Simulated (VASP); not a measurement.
# WC (P-6m2) in VASP: single point with r2SCAN

Aim: the single point of WC with r2SCAN.

Program: VASP 6.6.1. These are calculated values, not measurements. Logs are shortened: lines on timing, memory, paths and dates and some standing lists are left out, and cuts for length are marked.

## 1. The cell of the first run

Symmetry: P-6m2, No. 187, hexagonal system. The conventional cell has a = 2.903 Å, b = 2.903 Å, c = 2.840 Å, α = 90.00°, β = 90.00°, γ = 120.00°. Within 3.0 Å of W (site symmetry -6m2) lie 6 C at 2.20 Å and 8 W at 2.84 to 2.90 Å. C (site symmetry -6m2) has 6 W at 2.20 Å and 8 C at 2.84 to 2.90 Å within 3.0 Å.

## 2. Single point, r2SCAN

Input file POSCAR:

```
WC
1.0
    2.9025037400      0.0000000000      0.0000000000
   -1.4512518700      2.5136429200      0.0000000000
    0.0000000000      0.0000000000      2.8404707000
W C
1 1
Direct
    0.0000000000      0.0000000000      0.0000000000
    0.6666700000      0.3333300000      0.5000000000
```

Input file INCAR.step1:

```
ALGO = Normal ; EDIFF = 1E-4
ENCUT = 520 ; GGA = PE
ISMEAR = 0 ; LASPH = True
LCHARG = False ; LREAL = False
LWAVE = True ; NBANDS = 16
NELM = 80 ; PREC = Accurate
SIGMA = 0.0914
```

Input file INCAR.step2:

```
ALGO = Normal ; EDIFF = 1E-6
ENCUT = 520 ; ISIF = 2
ISMEAR = 0 ; ISTART = 1
LASPH = True ; LCHARG = False
LMIXTAU = True ; LREAL = False
LWAVE = False ; METAGGA = R2SCAN
NBANDS = 16 ; NELM = 80
PREC = Accurate ; SIGMA = 0.0914
```

Input file KPOINTS:

```
k-points
0
Gamma
  13 13 12
```

Potentials or basis: VASP PAW PBE potentials, release 64 (W_sv, C).

Command:

```sh
$ cat potpaw_PBE.64/W_sv/POTCAR potpaw_PBE.64/C/POTCAR > POTCAR
$ cp INCAR.step1 INCAR
$ mpirun -np 1 vasp_std > vasp.out
$ cp INCAR.step2 INCAR
$ mpirun -np 1 vasp_std > vasp.out
```

OUTCAR:

```text
EDIFF = 1E-6
   ENCUT = 520
   ISIF = 2
   ISMEAR = 0
   ISTART = 1
   LASPH = True
   LREAL = False
   METAGGA = R2SCAN
   NELM = 80
   PREC = Accurate

 ion  position               nearest neighbor table
   1  0.000  0.000  0.000-   2 2.20   2 2.20   2 2.20   2 2.20   2 2.20   2 2.20
   2  0.667  0.333  0.500-   1 2.20   1 2.20   1 2.20   1 2.20   1 2.20   1 2.20

  LATTYP: Found a hexagonal cell.
 ALAT       =     2.9025037400
 C/A-ratio  =     0.9786277485

  Lattice vectors:

 A1 = (   2.9025037400,   0.0000000000,   0.0000000000)
 A2 = (  -1.4512518700,   2.5136429200,   0.0000000000)
 A3 = (   0.0000000000,   0.0000000000,   2.8404707000)

Analysis of symmetry for initial positions (statically):
=====================================================================
 Subroutine PRICEL returns:
 Original cell was already a primitive cell.

 Routine SETGRP: Setting up the symmetry group for a
 hexagonal supercell.

 Subroutine GETGRP returns: Found  4 space group operations
 (whereof  4 operations were pure point group operations)
 out of a pool of 24 trial point group operations.

The static configuration has the point symmetry C_2v.

Analysis of symmetry for dynamics (positions and initial velocities):
=====================================================================
 Subroutine PRICEL returns:
 Original cell was already a primitive cell.

 Routine SETGRP: Setting up the symmetry group for a
 hexagonal supercell.

 Subroutine GETGRP returns: Found  4 space group operations
 (whereof  4 operations were pure point group operations)
 out of a pool of 24 trial point group operations.

The dynamic configuration has the point symmetry C_2v.

 Subroutine INISYM returns: Found  4 space group operations
 (whereof  4 operations are pure point group operations),
 and found     1 'primitive' translations

----------------------------------------------------------------------------------------

                                     Primitive cell

  volume of cell :      20.7237

  direct lattice vectors                    reciprocal lattice vectors
     2.902503740  0.000000000  0.000000000     0.344530133  0.198914490  0.000000000
    -1.451251870  2.513642920  0.000000000     0.000000000  0.397828980  0.000000000
     0.000000000  0.000000000  2.840470700     0.000000000  0.000000000  0.352054327

  length of vectors
     2.902503740  2.902504560  2.840470700     0.397829093  0.397828980  0.352054327

  position of ions in fractional coordinates (direct lattice)
     0.000000000  0.000000000  0.000000000
     0.666670000  0.333330000  0.500000000

  ion indices of the primitive-cell ions
   primitive index   ion index
                 1           1
                 2           2

----------------------------------------------------------------------------------------

 KPOINTS: k-points

Automatic generation of k-mesh.
 Grid dimensions read from file:
 generate k-points for:   13   13   12

 Generating k-lattice:

  Cartesian coordinates                     Fractional coordinates (reciprocal lattice)
     0.026502318  0.015301115  0.000000000     0.076923077 -0.000000000  0.000000000
     0.000000000  0.030602229  0.000000000     0.000000000  0.076923077  0.000000000
     0.000000000  0.000000000  0.029337861     0.000000000  0.000000000  0.083333333

  Length of vectors
     0.030602238  0.030602229  0.029337861

  Shift w.r.t. Gamma in fractional coordinates (k-lattice)
     0.000000000  0.000000000  0.000000000

 Subroutine IBZKPT returns following result:
 ===========================================

 Found    343 irreducible k-points:

 Following reciprocal coordinates:
            Coordinates               Weight
  0.000000  0.000000  0.000000      1.000000
  0.076923  0.000000  0.000000      4.000000
 -0.076923  0.076923  0.000000      2.000000
  0.153846  0.000000  0.000000      4.000000
 -0.153846  0.153846  0.000000      2.000000
  0.230769 -0.000000  0.000000      4.000000
[... 16 lines left out ...]
 -0.076923  0.384615  0.000000      4.000000
 -0.384615  0.307692  0.000000      4.000000
 [... further k-points ...]
   k-points           NKPTS =    343   k-points in BZ     NKDIM =    343   number of bands    NBANDS=     16
   number of dos      NEDOS =    301   number of ions     NIONS =      2
   total plane-waves  NPLWV =  13824
   dimension x,y,z NGX =    24 NGY =   24 NGZ =   24
   dimension x,y,z NGXF=    48 NGYF=   48 NGZF=   48
   ions per type =               1   1
   NGX,Y,Z   is equivalent  to a cutoff of  13.75, 13.75, 14.05 a.u.
   NGXF,Y,Z  is equivalent  to a cutoff of  27.49, 27.49, 28.09 a.u.
 SYSTEM =  unknown system
   PREC   = accura    normal or accurate (medium, high low for compatibility)
   ISTART =      1    job   : 0-new  1-cont  2-samecut
   ICHARG =      0    charge: 1-file 2-atom 10-const
   ISPIN  =      1    spin polarized calculation?
   LNONCOLLINEAR =      F non collinear calculations
   LSORBIT =      F    spin-orbit coupling
   LASPH  =      T    aspherical Exc in radial PAW
   ENCUT  =  520.0 eV  38.22 Ry    6.18 a.u.   5.40  5.40  5.28*2*pi/ulx,y,z
   NELM   =     80;   NELMIN=  2; NELMDL=  0     # of ELM steps
   EDIFF  = 0.1E-05   stopping-criterion for ELM
   LREAL  =      F    real-space projection
   EDIFFG = 0.1E-04   stopping-criterion for IOM
   NSW    =      0    number of steps for IOM
   IBRION =     -1    ionic relax: 0-MD 1-quasi-New 2-CG
   NFREE  =      0    steps in history (QN), initial steepest desc. (CG)
   ISIF   =      2    stress and relaxation
   ISYM   =      2    0-nonsym 1-usesym 2-fastsym
   POTIM  = 0.5000    time-step for ionic-motion
   TEBEG  =    0.0;   TEEND  =   0.0 temperature during run
   PSTRESS=    0.0 pullay stress
   NELECT =      18.0000    total number of electrons
   NUPDOWN=      -1.0000    fix difference up-down
   EMIN   =  10.00;   EMAX   =-10.00  energy-range for DOS
   EFERMI =   0.00;   METHOD = LEGACY
   ISMEAR =     0;   SIGMA  =   0.09  broadening in eV -4-tet -1-fermi 0-gaus
   EFERMI_NEDOS =   21; number of points for ismear=-14 and -15
   IALGO  =     38    algorithm
   IMIX   =      4    mixing-type and parameters
     AMIX     =   0.40;   BMIX     =  1.00
     AMIX_MAG =   1.60;   BMIX_MAG =  1.00
  volume/ion in A,a.u.               =      10.36        69.93
  Fermi-wavevector in a.u.,A,eV,Ry     =   1.561985  2.951723 33.195442  2.439796
  Thomas-Fermi vector in A             =   2.664970
   LORBIT       =      0    0 simple, 1 ext, 2 COOP (PROOUT), +10 PAW based schemes
   METAGGA = R2SCAN    functional components
   LHFCALC =     F    Hartree Fock is set to
   AEXX    =    0.0000 exact exchange contribution
   IVDW    =     0    specifies the selected vdW correction
   LEPSILON=     F    determine dielectric tensor
   LRPA    =     F    only Hartree local field effects (RPA)
 non-spin polarized calculation
 Gauss-broadening in eV      SIGMA  =   0.09
  energy-cutoff  :      520.00
  volume of cell :       20.72
 maximum number of plane-waves:       580
 NGX is ok and might be reduce to    24
   NGX = 11   NGY = 11   NGZ = 11

 number of electron      18.0000000 magnetization

 Free energy of the ion-electron system (eV)
  ---------------------------------------------------
  ext. energy  EPLUGINS =         0.00000000
  ---------------------------------------------------
  free energy    TOTEN  =       -61.61049251 eV

  energy without entropy =      -61.60895190  energy(sigma->0) =      -61.60972220

 E-fermi :  10.9874     XC(G=0): -14.9801

 val. band max:       10.9753395247   @ k =   0.4615   0.0769   0.5000
 cond. band min:      11.0007322302   @ k =   0.0769   0.0000   0.3333
 fundamental gap:      0.0253927055
 Fermi energy:        10.9873605986

 k-point     1 :       0.0000    0.0000    0.0000
  band No.  band energies     occupation
      1     -64.9626      2.00000
      2     -28.2735      2.00000
      3     -28.1581      2.00000
      4     -28.1581      2.00000
      5      -4.2676      2.00000
      6       6.4791      2.00000
[... 8 lines left out ...]
     15      26.2386      0.00000
     16      28.6114      0.00000

 k-point     2 :       0.0769    0.0000    0.0000
  band No.  band energies     occupation
      1     -64.9588      2.00000
      2     -28.2667      2.00000
      3     -28.2111      2.00000
      4     -28.1700      2.00000
      5      -4.1069      2.00000
      6       6.5370      2.00000
[... 8 lines left out ...]
     15      25.9033      0.00000
     16      28.9593      0.00000

 k-point     3 :      -0.0769    0.0769    0.0000
  band No.  band energies     occupation
      1     -64.9588      2.00000
      2     -28.2667      2.00000
      3     -28.2111      2.00000
      4     -28.1700      2.00000
      5      -4.1069      2.00000
      6       6.5370      2.00000
[... 8 lines left out ...]
     15      25.9034      0.00000
     16      28.9592      0.00000

 k-point     4 :       0.1538    0.0000    0.0000
  band No.  band energies     occupation
      1     -64.9482      2.00000
      2     -28.3560      2.00000
      3     -28.2477      2.00000
      4     -28.2029      2.00000
      5      -3.6491      2.00000
      6       6.2386      2.00000
[... 8 lines left out ...]
     15      25.5570      0.00000
     16      29.9272      0.00000
[... 324 lines left out ...]
 k-point    22 :       0.3077    0.0769    0.0000
  band No.  band energies     occupation
      1     -64.9090      2.00000
      2     -28.8476      2.00000
      3     -28.3461      2.00000
      4     -28.1766      2.00000
      5      -1.6748      2.00000
      6       4.3293      2.00000
[... 8 lines left out ...]
     15      26.9921      0.00000
     16      28.4691      0.00000

 k-point    23 :      -0.0769    0.3846    0.0000
  band No.  band energies     occupation
      1     -64.9090      2.00000
      2     -28.8476      2.00000
      3     -28.3461      2.00000
      4     -28.1766      2.00000
      5      -1.6748      2.00000
      6       4.3293      2.00000
[... 8 lines left out ...]
     15      26.9922      0.00000
     16      28.4691      0.00000

 k-point    24 :      -0.3846    0.3077    0.0000
  band No.  band energies     occupation
      1     -64.9090      2.00000
      2     -28.8476      2.00000
      3     -28.3461      2.00000
      4     -28.1766      2.00000
      5      -1.6748      2.00000
      6       4.3293      2.00000
[... 8 lines left out ...]
     15      26.9923      0.00000
     16      28.4691      0.00000

 [... further k-points ...]

------------------------ aborting loop because EDIFF is reached ----------------------------------------

  FORCE on cell =-STRESS in cart. coord.  units (eV):
  Direction    XX          YY          ZZ          XY          YZ          ZX
  --------------------------------------------------------------------------------------
  -------------------------------------------------------------------------------------
  Total        0.6366325      0.6365361      0.2043838     -0.0000839      0.0000000      0.0000000
  in kB       49.2189914     49.2115402     15.8012126     -0.0064851      0.0000000      0.0000000
  external PRESSURE =      38.0772481 kB  Pullay stress =       0.0000000 kB

 VOLUME and BASIS-vectors are now :
 -----------------------------------------------------------------------------
  energy-cutoff  :      520.00
  volume of cell :       20.72
      direct lattice vectors                 reciprocal lattice vectors
     2.902503740  0.000000000  0.000000000     0.344530133  0.198914490  0.000000000
    -1.451251870  2.513642920  0.000000000     0.000000000  0.397828980  0.000000000
     0.000000000  0.000000000  2.840470700     0.000000000  0.000000000  0.352054327

 POSITION                                       TOTAL-FORCE (eV/Angst)
 -----------------------------------------------------------------------------------
      0.00000      0.00000      0.00000         0.000223     -0.000129      0.000000
      1.45127      0.83787      1.42024        -0.000223      0.000129      0.000000
 -----------------------------------------------------------------------------------
    total drift:                               -0.000003      0.000005      0.000000

  FREE ENERGIE OF THE ION-ELECTRON SYSTEM (eV)
  ---------------------------------------------------
  free  energy   TOTEN  =       -61.6104925081 eV

  energy  without entropy=      -61.6089518994  energy(sigma->0) =      -61.60972220
```

Wall time 5.1 min (1 thread of AMD EPYC 7R13 (Zen 3), shared host); peak memory 0.21 GiB.

What came out:

| Item | Value |
| --- | --- |
| Free energy | -61.6105 eV |
| Pressure | 3.8 GPa |
| Band gap on the k mesh | zero (bands 9 and 10 overlap by 1.35 eV) |

Levels at points of the mesh, in eV from the Fermi level:
```csv
k point,band 6,band 7,band 8,band 9,band 10,band 11,band 12,band 13
"(0.00, 0.00, 0.00)",-4.51,-3.47,-3.47,0.07,3.41,3.41,5.95,5.95
"(0.00, 0.00, 0.50)",-9.03,-2.07,-2.07,-0.59,-0.59,3.77,4.86,4.86
```

Caveat: the cell stands under pressure; the PAW data sets were made with another functional, which shifts forces and pressure a little; spin-orbit coupling is left out, which moves the levels of the heavy elements.
